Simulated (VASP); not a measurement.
# KBr (F-43m) in VASP: single point with PBE

Aim: the single point of KBr with PBE.

All numbers are computed with VASP 6.6.1; they aren't measurements. Logs are shortened: lines on timing, memory, paths and dates and some standing lists are left out, and cuts for length are marked.

### 1 The cell of the first run

It takes space group F-43m (No. 216, cubic). Conventional cell: a = 7.377 Å, b = 7.377 Å, c = 7.377 Å, α = 90.00°, β = 90.00°, γ = 90.00°. K (site symmetry -43m) has 4 Br at 3.19 Å within 4.2 Å. Br (site symmetry -43m) has 4 K at 3.19 Å within 4.2 Å.

### 2 Single point, PBE

INCAR

```
SYSTEM = KBr
  PREC = Accurate
  ENCUT = 520
  EDIFF = 1E-6
  ISMEAR = 0
  SIGMA = 0.01
  LREAL = .FALSE.
  LASPH = .TRUE.
  NELM = 80
  ALGO = Normal
  ISIF = 2
  LWAVE = .FALSE.
  LCHARG = .TRUE.
  GGA = PE
  LELF = .TRUE.
  LVHAR = .TRUE.
  NBANDS = 15
```

KPOINTS

```
Automatic mesh
0
G
  4 4 4
  0 0 0
```

POSCAR

```
KBr
1.0
    0.0000000000      3.6882992816      3.6882992816
    3.6882992816      0.0000000000      3.6882992816
    3.6882992816      3.6882992816      0.0000000000
K Br
1 1
Direct
    0.0000000000      0.0000000000      0.0000000000
    0.2500000000      0.2500000000      0.2500000000
```

Potentials or basis: VASP PAW PBE potentials, release 64 (K_sv, Br).

The run is started by

```
$ cat potpaw_PBE.64/K_sv/POTCAR potpaw_PBE.64/Br/POTCAR > POTCAR
$ mpirun -np 1 vasp_std > vasp.out
```

OUTCAR:

```text
SYSTEM = KBr
   PREC = Accurate
   ENCUT = 520
   EDIFF = 1E-6
   ISMEAR = 0
   LREAL = .FALSE.
   LASPH = .TRUE.
   NELM = 80
   ISIF = 2
   GGA = PE

 ion  position               nearest neighbor table
   1  0.000  0.000  0.000-   2 3.19   2 3.19   2 3.19   2 3.19
   2  0.250  0.250  0.250-   1 3.19   1 3.19   1 3.19   1 3.19

  LATTYP: Found a face centered cubic cell.
 ALAT       =     7.3765985632

  Lattice vectors:

 A1 = (   0.0000000000,   3.6882992816,   3.6882992816)
 A2 = (   3.6882992816,   0.0000000000,   3.6882992816)
 A3 = (   3.6882992816,   3.6882992816,   0.0000000000)

Analysis of symmetry for initial positions (statically):
=====================================================================
 Subroutine PRICEL returns:
 Original cell was already a primitive cell.

 Routine SETGRP: Setting up the symmetry group for a
 face centered cubic supercell.

 Subroutine GETGRP returns: Found 24 space group operations
 (whereof 24 operations were pure point group operations)
 out of a pool of 48 trial point group operations.

The static configuration has the point symmetry T_d .

Analysis of symmetry for dynamics (positions and initial velocities):
=====================================================================
 Subroutine PRICEL returns:
 Original cell was already a primitive cell.

 Routine SETGRP: Setting up the symmetry group for a
 face centered cubic supercell.

 Subroutine GETGRP returns: Found 24 space group operations
 (whereof 24 operations were pure point group operations)
 out of a pool of 48 trial point group operations.

The dynamic configuration has the point symmetry T_d .

 Subroutine INISYM returns: Found 24 space group operations
 (whereof 24 operations are pure point group operations),
 and found     1 'primitive' translations

----------------------------------------------------------------------------------------

                                     Primitive cell

  volume of cell :     100.3479

  direct lattice vectors                    reciprocal lattice vectors
     0.000000000  3.688299282  3.688299282    -0.135563836  0.135563836  0.135563836
     3.688299282  0.000000000  3.688299282     0.135563836 -0.135563836  0.135563836
     3.688299282  3.688299282  0.000000000     0.135563836  0.135563836 -0.135563836

  length of vectors
     5.216042866  5.216042866  5.216042866     0.234803452  0.234803452  0.234803452

  position of ions in fractional coordinates (direct lattice)
     0.000000000  0.000000000  0.000000000
     0.250000000  0.250000000  0.250000000

  ion indices of the primitive-cell ions
   primitive index   ion index
                 1           1
                 2           2

----------------------------------------------------------------------------------------

 KPOINTS: Automatic mesh

Automatic generation of k-mesh.
 Grid dimensions read from file:
 generate k-points for:    4    4    4

 Generating k-lattice:

  Cartesian coordinates                     Fractional coordinates (reciprocal lattice)
    -0.033890959  0.033890959  0.033890959     0.250000000  0.000000000  0.000000000
     0.033890959 -0.033890959  0.033890959     0.000000000  0.250000000  0.000000000
     0.033890959  0.033890959 -0.033890959     0.000000000  0.000000000  0.250000000

  Length of vectors
     0.058700863  0.058700863  0.058700863

  Shift w.r.t. Gamma in fractional coordinates (k-lattice)
     0.000000000  0.000000000  0.000000000

 Subroutine IBZKPT returns following result:
 ===========================================

 Found      8 irreducible k-points:

 Following reciprocal coordinates:
            Coordinates               Weight
  0.000000  0.000000  0.000000      1.000000
  0.250000  0.000000  0.000000      8.000000
  0.500000  0.000000  0.000000      4.000000
  0.250000  0.250000  0.000000      6.000000
  0.500000  0.250000  0.000000     24.000000
 -0.250000  0.250000  0.000000     12.000000
  0.500000  0.500000  0.000000      3.000000
 -0.250000  0.500000  0.250000      6.000000
   k-points           NKPTS =      8   k-points in BZ     NKDIM =      8   number of bands    NBANDS=     15
   number of dos      NEDOS =    301   number of ions     NIONS =      2
   total plane-waves  NPLWV =  64000
   dimension x,y,z NGX =    40 NGY =   40 NGZ =   40
   dimension x,y,z NGXF=    80 NGYF=   80 NGZF=   80
   ions per type =               1   1
   NGX,Y,Z   is equivalent  to a cutoff of  12.75, 12.75, 12.75 a.u.
   NGXF,Y,Z  is equivalent  to a cutoff of  25.50, 25.50, 25.50 a.u.
 SYSTEM =  KBr
   PREC   = accura    normal or accurate (medium, high low for compatibility)
   ISTART =      0    job   : 0-new  1-cont  2-samecut
   ICHARG =      2    charge: 1-file 2-atom 10-const
   ISPIN  =      1    spin polarized calculation?
   LNONCOLLINEAR =      F non collinear calculations
   LSORBIT =      F    spin-orbit coupling
   LASPH  =      T    aspherical Exc in radial PAW
   ENCUT  =  520.0 eV  38.22 Ry    6.18 a.u.   9.70  9.70  9.70*2*pi/ulx,y,z
   NELM   =     80;   NELMIN=  2; NELMDL= -5     # of ELM steps
   EDIFF  = 0.1E-05   stopping-criterion for ELM
   LREAL  =      F    real-space projection
   EDIFFG = 0.1E-04   stopping-criterion for IOM
   NSW    =      0    number of steps for IOM
   IBRION =     -1    ionic relax: 0-MD 1-quasi-New 2-CG
   NFREE  =      0    steps in history (QN), initial steepest desc. (CG)
   ISIF   =      2    stress and relaxation
   ISYM   =      2    0-nonsym 1-usesym 2-fastsym
   POTIM  = 0.5000    time-step for ionic-motion
   TEBEG  =    0.0;   TEEND  =   0.0 temperature during run
   PSTRESS=    0.0 pullay stress
   NELECT =      16.0000    total number of electrons
   NUPDOWN=      -1.0000    fix difference up-down
   EMIN   =  10.00;   EMAX   =-10.00  energy-range for DOS
   EFERMI =   0.00;   METHOD = LEGACY
   ISMEAR =     0;   SIGMA  =   0.01  broadening in eV -4-tet -1-fermi 0-gaus
   EFERMI_NEDOS =   21; number of points for ismear=-14 and -15
   IALGO  =     38    algorithm
   IMIX   =      4    mixing-type and parameters
     AMIX     =   0.40;   BMIX     =  1.00
     AMIX_MAG =   1.60;   BMIX_MAG =  1.00
  volume/ion in A,a.u.               =      50.17       338.59
  Fermi-wavevector in a.u.,A,eV,Ry     =   0.887725  1.677558 10.722159  0.788056
  Thomas-Fermi vector in A             =   2.009062
   LORBIT       =      0    0 simple, 1 ext, 2 COOP (PROOUT), +10 PAW based schemes
   GGA     = PE    functional components
   LHFCALC =     F    Hartree Fock is set to
   AEXX    =    0.0000 exact exchange contribution
   IVDW    =     0    specifies the selected vdW correction
   LEPSILON=     F    determine dielectric tensor
   LRPA    =     F    only Hartree local field effects (RPA)
 non-spin polarized calculation
 Gauss-broadening in eV      SIGMA  =   0.01
  energy-cutoff  :      520.00
  volume of cell :      100.35
 maximum number of plane-waves:      2733
 NGX is ok and might be reduce to    40
   NGX = 19   NGY = 19   NGZ = 19

 number of electron      15.9999997 magnetization

 Free energy of the ion-electron system (eV)
  ---------------------------------------------------
  ext. energy  EPLUGINS =         0.00000000
  ---------------------------------------------------
  free energy    TOTEN  =        -6.03477455 eV

  energy without entropy =       -6.03477455  energy(sigma->0) =       -6.03477455

 E-fermi :  -3.0093     XC(G=0):  -5.9442

 val. band max:       -3.1313877795   @ k =  -0.2500   0.2500   0.0000
 cond. band min:       1.1492619912   @ k =   0.0000   0.0000   0.0000
 fundamental gap:      4.2806497707
 Fermi energy:        -3.0092618200

 k-point     1 :       0.0000    0.0000    0.0000
  band No.  band energies     occupation
      1     -30.9185      2.00000
      2     -15.0062      2.00000
      3     -14.4160      2.00000
      4     -14.4160      2.00000
      5     -14.4160      2.00000
      6      -3.1470      2.00000
      7      -3.1470      2.00000
      8      -3.1470      2.00000
      9       1.1493      0.00000
     10       5.4848      0.00000
     11       5.4848      0.00000
     12       6.4739      0.00000
     13       6.4739      0.00000
     14       6.4739      0.00000
     15       7.1898      0.00000

 k-point     2 :       0.2500    0.0000    0.0000
  band No.  band energies     occupation
      1     -30.9178      2.00000
      2     -15.1176      2.00000
      3     -14.4192      2.00000
      4     -14.4192      2.00000
      5     -14.2922      2.00000
      6      -3.3629      2.00000
      7      -3.1396      2.00000
      8      -3.1396      2.00000
      9       2.0306      0.00000
     10       5.1221      0.00000
     11       5.1221      0.00000
     12       5.4786      0.00000
     13       6.3521      0.00000
     14       6.8436      0.00000
     15       6.8436      0.00000

 k-point     3 :       0.5000    0.0000    0.0000
  band No.  band energies     occupation
      1     -30.9170      2.00000
      2     -15.2016      2.00000
      3     -14.4224      2.00000
      4     -14.4224      2.00000
      5     -14.1962      2.00000
      6      -3.5249      2.00000
      7      -3.1330      2.00000
      8      -3.1330      2.00000
      9       3.3969      0.00000
     10       3.8461      0.00000
     11       5.0744      0.00000
     12       5.0744      0.00000
     13       6.4644      0.00000
     14       6.4644      0.00000
     15       7.0163      0.00000
[... 55 lines left out ...]
 k-point     7 :       0.5000    0.5000    0.0000
  band No.  band energies     occupation
      1     -30.9166      2.00000
      2     -15.2469      2.00000
      3     -14.4314      2.00000
      4     -14.4314      2.00000
      5     -14.1287      2.00000
      6      -3.5669      2.00000
      7      -3.1497      2.00000
      8      -3.1497      2.00000
      9       2.9390      0.00000
     10       4.0440      0.00000
     11       5.7977      0.00000
     12       6.3320      0.00000
     13       6.3320      0.00000
     14       6.4211      0.00000
     15       6.7579      0.00000

 k-point     8 :      -0.2500    0.5000    0.2500
  band No.  band energies     occupation
      1     -30.9166      2.00000
      2     -15.2451      2.00000
      3     -14.4377      2.00000
      4     -14.4316      2.00000
      5     -14.1244      2.00000
      6      -3.3940      2.00000
      7      -3.3335      2.00000
      8      -3.1573      2.00000
      9       3.1977      0.00000
     10       4.0636      0.00000
     11       5.6532      0.00000
     12       5.6877      0.00000
     13       6.1651      0.00000
     14       6.4965      0.00000
     15       7.1797      0.00000

------------------------ aborting loop because EDIFF is reached ----------------------------------------

  FORCE on cell =-STRESS in cart. coord.  units (eV):
  Direction    XX          YY          ZZ          XY          YZ          ZX
  --------------------------------------------------------------------------------------
  -------------------------------------------------------------------------------------
  Total        0.1733270      0.1733270      0.1733270     -0.0000000     -0.0000000      0.0000000
  in kB        2.7673769      2.7673769      2.7673769     -0.0000000     -0.0000000      0.0000000
  external PRESSURE =       2.7673769 kB  Pullay stress =       0.0000000 kB

 VOLUME and BASIS-vectors are now :
 -----------------------------------------------------------------------------
  energy-cutoff  :      520.00
  volume of cell :      100.35
      direct lattice vectors                 reciprocal lattice vectors
     0.000000000  3.688299282  3.688299282    -0.135563836  0.135563836  0.135563836
     3.688299282  0.000000000  3.688299282     0.135563836 -0.135563836  0.135563836
     3.688299282  3.688299282  0.000000000     0.135563836  0.135563836 -0.135563836

 POSITION                                       TOTAL-FORCE (eV/Angst)
 -----------------------------------------------------------------------------------
      0.00000      0.00000      0.00000        -0.000000     -0.000000     -0.000000
      1.84415      1.84415      1.84415         0.000000      0.000000      0.000000
 -----------------------------------------------------------------------------------
    total drift:                               -0.000000     -0.000000     -0.000000

  FREE ENERGIE OF THE ION-ELECTRON SYSTEM (eV)
  ---------------------------------------------------
  free  energy   TOTEN  =        -6.0347745533 eV

  energy  without entropy=       -6.0347745533  energy(sigma->0) =       -6.03477455
```

Wall time 24 s (1 thread of AMD EPYC 7R43 (Zen 3), shared host); peak memory 0.19 GiB.

What came out:

- Free energy: -6.0348 eV
- Pressure: 0.3 GPa
- Band gap on the k mesh: 4.28 eV, indirect (least direct gap 4.30 eV)
